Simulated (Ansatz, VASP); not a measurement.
One calculation of HfN, two programs

The input INCAR:

```
PREC     = Accurate       # precision mode
ENCUT    = 520            # plane-wave cutoff, eV
EDIFF    = 1E-6           # SCF threshold, eV
ISMEAR   = 0              # smearing method
SIGMA    = 0.15           # smearing width, eV
LREAL    = False          # projectors in reciprocal space
LASPH    = True           # aspherical terms in the spheres
NELM     = 60             # most SCF steps
ALGO     = Normal         # electronic algorithm
ISIF     = 2              # what is computed and relaxed
LWAVE    = False          # write WAVECAR
LCHARG   = False          # write CHGCAR
GGA      = PS             # functional
NBANDS   = 14             # bands
```

The input KPOINTS:

```
regular mesh
0
Gamma
  18 18 18
```

POSCAR

```
HfN
1.0
    0.0000000000      2.1573450000      2.2590000000
    2.1573450000      0.0000000000      2.2590000000
    2.1573450000      2.1573450000      0.0000000000
Hf N
1 1
Direct
    0.0000000000      0.0000000000      0.0000000000
    0.5000000000      0.5000000000      0.5000000000
```

Input for Ansatz:

```yaml
crystal:
  lattice:
    - [0.0, 2.157345, 2.259]
    - [2.157345, 0.0, 2.259]
    - [2.157345, 2.157345, 0.0]
  atoms:
    - { symbol: Hf, position: [0.0, 0.0, 0.0] }
    - { symbol: "N", position: [0.5, 0.5, 0.5] }
basis:
  ecutwfc: 420
kpoints:
  mp_grid: { grid: [18, 18, 18] }
hamiltonian:
  xc: pbesol
scf:
  occupations: { method: gaussian, width: 0.15 }
output:
  forces: true
  stress: true
  eigenvalues: true
```

Change from the starting cell: strain -0.0450 x Voigt [1, 1, 0, 0, 0, 0], atoms carried along.

Alike in both runs: task single point; functional PBEsol; k mesh 18 × 18 × 18; occupations gaussian, width 0.15 eV; no spin polarisation.

|  | VASP | Ansatz |
| --- | --- | --- |
| version | VASP 6.6.1 | Ansatz 0.2.0 |
| potentials or method | VASP PAW PBE potentials, release 64 (Hf_pv, N), cutoff 520 eV | scalar-relativistic, plane waves, PAW |
| valence electrons in the cell | 15 | 31 |

```tsv
	VASP	Ansatz	Ansatz less VASP
gap on the k mesh at the Fermi level (eV)	none	none	-
pressure (GPa)	26.9	29.1	+2.15
traceless stress, the component that is largest in VASP (GPa)	-21.60	-21.58	+0.027
```

VASP's potentials were made for PBE, not for PBEsol. A gap of «none» marks a metal or a gap that the smearing closes. VASP's potentials hold 15 valence electrons a cell and Ansatz's 31, so a difference there can come from the potentials and not from the codes.

Neither program's run includes spin-orbit coupling.
